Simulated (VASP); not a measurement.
**KZnCl3: single point with PBE**

KZnCl3:

```xyz
5
Lattice="4.9001 -0.0368 0.0000 -0.0368 4.9001 0.0000 0.0000 0.0000 4.9001" Properties=species:S:1:pos:R:3 pbc="T T T"
K     0.0000    0.0000    0.0000
Zn    2.4317    2.4317    2.4501
Cl    2.4317    2.4317    0.0000
Cl    2.4501   -0.0184    2.4501
Cl   -0.0184    2.4501    2.4501
```

This cell differs from its parent crystal: shear xy strain -1.5%.

```json
{"Program": "VASP 6.6.1", "Task": "single point", "Functional": "PBE", "Potentials or basis": "VASP PAW PBE potentials, release 64 (K_sv, Zn, Cl)", "Cutoff": "520 eV", "k mesh": "6 × 6 × 6", "Occupations": "fermi-dirac, width 0.02 eV", "Spin": "no spin polarisation"}
```

| Quantity | Value |
| --- | --- |
| Pressure | 1.7 GPa |
| Band gap on the k mesh | 1.59 eV (least direct gap 2.08 eV) |

Stress tensor (GPa, compression positive):
```
1.66 0.30 0.00
0.30 1.66 0.00
0.00 0.00 1.66
```

Levels at points of the mesh, in eV from the valence-band top:
| k point | band 19 | band 20 | band 21 | band 22 | band 23 | band 24 |
| --- | --- | --- | --- | --- | --- | --- |
| (0.00, 0.00, 0.00) | -0.56 | -0.53 | -0.49 | 1.59 | 5.55 | 7.05 |
| (0.50, 0.00, 0.00) | -1.08 | -0.70 | -0.70 | 4.56 | 7.49 | 7.75 |
| (0.50, 0.50, 0.00) | -1.13 | -0.09 | -0.02 | 6.52 | 7.48 | 7.56 |
| (0.00, 0.00, 0.50) | -1.08 | -0.76 | -0.63 | 4.56 | 7.49 | 7.75 |
| (0.50, 0.00, 0.50) | -1.14 | -0.07 | -0.05 | 6.52 | 7.52 | 7.52 |
| (0.50, 0.50, 0.50) | -0.03 | -0.02 | 0.00 | 6.34 | 6.40 | 6.45 |

Run time: 52 s on 1 thread of Intel(R) Xeon(R) 6975P-C (Granite Rapids), on a shared host, peak memory 0.3 GiB.

Caveat: the cell differs from its parent crystal (shear xy strain -1.5%). A k mesh can miss the band edges.
